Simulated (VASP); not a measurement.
A run of VASP 6.6.1 is set up as follows.

File INCAR:

```
SYSTEM = Ti4HC
PREC     = Accurate       ! precision mode
ENCUT    = 520            ! plane-wave cutoff, eV
EDIFF    = 1E-7           ! SCF threshold, eV
ISMEAR   = 0              ! smearing method
SIGMA    = 0.1            ! smearing width, eV
LREAL    = .FALSE.        ! projectors in reciprocal space
LASPH    = .TRUE.         ! aspherical terms in the spheres
NELM     = 60             ! most SCF steps
ALGO     = Normal         ! electronic algorithm
ISIF     = 2              ! what is computed and relaxed
LWAVE    = .FALSE.        ! write WAVECAR
LCHARG   = .FALSE.        ! write CHGCAR
LDIPOL   = .TRUE.       
IDIPOL   = 3            
DIPOL    = 0.5 0.5 0.508
GGA      = PS             ! functional
NBANDS   = 36             ! bands
```

The input KPOINTS:

```
Automatic mesh
0
G
  12 12 1
  0 0 0
```

File POSCAR:

```
Ti4HC
1.0
    2.8679135959      0.0000000000      0.0000000000
   -1.4339567980      2.4836860299      0.0000000000
    0.0000000000      0.0000000000     27.1249249364
Ti C H
4 1 1
Direct
    0.6666666667      0.3333333333      0.3133649225
    0.3333333333      0.6666666667      0.3996929640
    0.0000000000      0.0000000000      0.4839153865
    0.6666666667      0.3333333333      0.5790828570
    0.3333333333      0.6666666667      0.6162384350
    0.3333333333      0.6666666667      0.6569291416
```

Potentials or basis: VASP PAW PBE potentials, release 64 (Ti_sv, C, H).

Command:

```bash
$ cat potpaw_PBE.64/Ti_sv/POTCAR potpaw_PBE.64/C/POTCAR potpaw_PBE.64/H/POTCAR > POTCAR
$ mpirun -np 1 vasp_std > vasp.out
```

(1) What does it give for the band gap on the k mesh?

(2) Predict the largest force.

Answers

(1) zero (an odd number of electrons rules out a gap without spin polarisation).

(2) 0.414 eV/Å.

Caveat: the PAW data sets were made with another functional, which shifts forces and pressure a little.
